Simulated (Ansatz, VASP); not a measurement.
## One calculation of BaTiO3, two programs

INCAR

```
  PREC = Accurate
  ENCUT = 520
  EDIFF = 1E-6
  ISMEAR = -1
  SIGMA = 0.05
  LREAL = False
  LASPH = True
  NELM = 150
  ALGO = Normal
  ISIF = 2
  LWAVE = False
  LCHARG = False
  LMAXMIX = 4
  LDAU = True
  LDAUTYPE = 2
  LDAUL = -1 2 -1
  LDAUU = 0 4 0
  LDAUJ = 0 0 0
  LDAUPRINT = 1
  GGA = PS
  NBANDS = 28
```

Contents of KPOINTS:

```
regular mesh
0
Gamma
  7 7 7
```

Contents of POSCAR:

```
BaTiO3
1.0
    3.9998000000      0.0000000000      0.0000000000
    0.0000000000      3.9998000000      0.0000000000
    0.0000000000      0.0000000000      4.0180000000
Ba Ti O
1 1 3
Direct
    0.0000000000      0.0000000000      0.0000000000
    0.5000000000      0.5000000000      0.4900000000
    0.0000000000      0.5000000000      0.5170000000
    0.5000000000      0.0000000000      0.5170000000
    0.5000000000      0.5000000000      0.0190000000
```

input.yaml

```yaml
crystal:
  lattice:
    - [3.9998, 0.0, 0.0]
    - [0.0, 3.9998, 0.0]
    - [0.0, 0.0, 4.018]
  atoms:
    - { symbol: Ba, position: [0.0, 0.0, 0.0] }
    - { symbol: Ti, position: [0.5, 0.5, 0.49] }
    - { symbol: O, position: [0.0, 0.5, 0.517] }
    - { symbol: O, position: [0.5, 0.0, 0.517] }
    - { symbol: O, position: [0.5, 0.5, 0.019] }
kpoints:
  mp_grid: { grid: [7, 7, 7] }
  band_path:
    path:
      - [0.0, 0.0, 0.0]
      - [0.0, 0.5, 0.0]
      - [0.5, 0.5, 0.0]
      - [0.0, 0.0, 0.0]
      - [0.0, 0.0, 0.5]
      - [0.0, 0.5, 0.5]
      - [0.5, 0.5, 0.5]
      - [0.0, 0.0, 0.5]
    npoints: 6
scf:
  occupations: { method: fermi_dirac, width: 0.05 }
hamiltonian:
  xc: pbesol
  pseudopotentials: { kind: all_electron, lapw: { basis_error: 0.002 } }
  hubbard:
    sites: [{ species: Ti, l: d, u_eff: 4 }]
    double_counting: fll
    projectors: ortho-atomic
output:
  forces: true
  stress: true
  eigenvalues: true
  fatbands: false
  dos: { projected: true, de: 0.2, e_range: [-10, 6] }
  populations: true
  hubbard: {}
```

Alike in both runs: functional PBEsol; k mesh 7 × 7 × 7; occupations fermi-dirac, width 0.05 eV; no spin polarisation; Hubbard terms Ti d U = 4.0 eV.

|  | VASP | Ansatz |
| --- | --- | --- |
| version | VASP 6.6.1 | Ansatz 0.2.0 |
| potentials or method | VASP PAW PBE potentials, release 64 (Ba_sv, Ti_sv, O), cutoff 520 eV | all-electron LAPW, scalar-relativistic |
| task | single point | projected density of states |

```tsv
	VASP	Ansatz	Ansatz less VASP
gap on the k mesh at the Fermi level (eV)	2.30	2.34	+0.049
least direct gap on the mesh (eV)	2.51	2.52	+0.018
pressure (GPa)	1.3	-2.5	-3.82
traceless stress, the component that is largest in VASP (GPa)	0.86	0.61	-0.249
rms of the force components (eV/Å)	0.138	0.062	-0.0756
```

VASP's potentials were made for PBE, not for PBEsol. The programs project onto different local orbitals, so the same U acts differently, and such runs can settle in different states. Atom by atom the forces differ by 0.139 eV/Å (rms over components). Ansatz ran all-electron here, and VASP with PAW potentials.

Spin-orbit coupling is off throughout. Noted on Ansatz's run: U is the effective U less J, on atomic orbitals that reach past the spheres.
